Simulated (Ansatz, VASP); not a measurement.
# BN: VASP beside Ansatz

```
B N
1.0
     0.00000    1.78649    1.78649
     1.78649    0.00000    1.78649
     1.78649    1.78649    0.00000
B N
1 1
Direct
  0.00000 0.00000 0.00000
  0.75000 0.75000 0.75000
```

Alike in both runs: task single point; functional PBEsol; k mesh 16 × 16 × 16; occupations gaussian, width 0.05 eV; no spin polarisation.

|  | VASP | Ansatz |
| --- | --- | --- |
| version | VASP 6.6.1 | Ansatz 0.2.0 |
| potentials or method | VASP PAW PBE potentials, release 64 (B, N), cutoff 600 eV | scalar-relativistic, plane waves, PAW |
| valence electrons in the cell | 8 | 8 |

```tsv
	VASP	Ansatz	Ansatz less VASP
gap on the k mesh at the Fermi level (eV)	4.31	4.32	+0.012
least direct gap on the mesh (eV)	8.93	8.93	+0.007
pressure (GPa)	11.5	11.1	-0.44
```

VASP's potentials were made for PBE, not for PBEsol.
